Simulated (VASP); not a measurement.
Here is a VASP 6.6.1 calculation.

The input INCAR:

```
PREC = Accurate
ENCUT = 600
EDIFF = 1E-7
ISMEAR = 0
SIGMA = 0.1261
LREAL = F
LASPH = T
NELM = 100
ALGO = Normal
ISIF = 3
LWAVE = F
LCHARG = F
GGA = PS
IBRION = 2
NSW = 80
EDIFFG = -0.01
```

KPOINTS

```
Automatic mesh
0
Gamma
  6 6 6
```

The input POSCAR:

```
Rb2As6Au
1.0
    0.0000000000      4.6499750000      4.6499750000
    4.6499750000      0.0000000000      4.6499750000
    4.6499750000      4.6499750000      0.0000000000
Au Rb As
1 2 6
Direct
    0.0000000000      0.0000000000      0.0000000000
    0.2500000000      0.2500000000      0.2500000000
    0.7500000000      0.7500000000      0.7500000000
    0.7500000000      0.2500000000      0.2500000000
    0.2500000000      0.7500000000      0.2500000000
    0.2500000000      0.7500000000      0.7500000000
    0.7500000000      0.2500000000      0.7500000000
    0.2500000000      0.2500000000      0.7500000000
    0.7500000000      0.7500000000      0.2500000000
```

Potentials or basis: VASP PAW PBE potentials, release 64 (Au, Rb_sv, As).

Launch:

```bash
$ cat potpaw_PBE.64/Au/POTCAR potpaw_PBE.64/Rb_sv/POTCAR potpaw_PBE.64/As/POTCAR > POTCAR
$ mpirun -np 1 vasp_std > vasp.out
```

Task: Estimate the space group after relaxing (to 0.1 Å).

Result: Fm-3m (No. 225).

Task: Estimate the relaxed volume.

Result: 24.03 Å³/atom.

Step by step:
```tsv
step	energy change (eV)	largest force (eV/Å)	pressure (GPa)	volume (Å³)
1	0.0000	3.8446	13.32	201.09
2	-2.1720	0.8309	-7.02	260.13
3	-2.5364	1.2340	-3.75	239.12
4	-3.3589	1.1998	-2.77	226.62
5	-3.7273	0.9119	8.92	191.75
6	-4.0890	0.8445	0.18	210.97
7	-4.1879	0.1497	3.99	200.33
8	-4.2158	0.4417	2.46	203.94
9	-4.3687	0.0638	1.05	211.90
10	-4.3704	0.1294	0.95	213.00
11	-4.3761	0.1089	-0.58	218.12
12	-4.3820	0.0146	0.04	215.96
13	-4.3820	0.0172	0.02	216.02
14	-4.3821	0.0119	0.00	216.16
15	-4.3821	0.0065	-0.01	216.31
```

Caveat: the PAW data sets were made with another functional, which shifts forces and pressure a little; an odd number of electrons without spin polarisation forces a metal; a magnetic or distorted state may lie lower.
